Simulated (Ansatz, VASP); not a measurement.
KI: VASP beside Ansatz

```xyz
2
Lattice="3.9479 0.0000 0.0000 0.0000 3.9479 0.0000 0.0000 0.0000 4.6345" Properties=species:S:1:pos:R:3 pbc="T T T"
K     0.0000    0.0000    0.0000
I     1.9740    1.9740    2.3172
```

Change from the starting cell: strain -0.080 along x and y, +0.080 along z, atoms carried along.

Alike in both runs: task single point; functional PBEsol; k mesh 6 × 6 × 6; occupations gaussian, width 0.05 eV; no spin polarisation.

|  | VASP | Ansatz |
| --- | --- | --- |
| version | VASP 6.6.1 | Ansatz 0.2.0 |
| potentials or method | VASP PAW PBE potentials, release 64 (K_sv, I), cutoff 520 eV | scalar-relativistic, plane waves, PAW |
| valence electrons in the cell | 16 | 26 |

VASP gave:

- gap on the k mesh at the Fermi level (eV): 2.52
- least direct gap on the mesh (eV): 2.92
- pressure (GPa): 1.0
- traceless stress, the component that is largest in VASP (GPa): -3.51

Problem. What did Ansatz give for the same quantities?

Solution. gap on the k mesh at the Fermi level (eV): 2.53; least direct gap on the mesh (eV): 2.92; pressure (GPa): 1.0; traceless stress, the component that is largest in VASP (GPa): -3.52.

VASP's potentials were made for PBE, not for PBEsol. VASP's potentials hold 16 valence electrons a cell and Ansatz's 26, so a difference there can come from the potentials and not from the codes.

Neither program's run includes spin-orbit coupling.
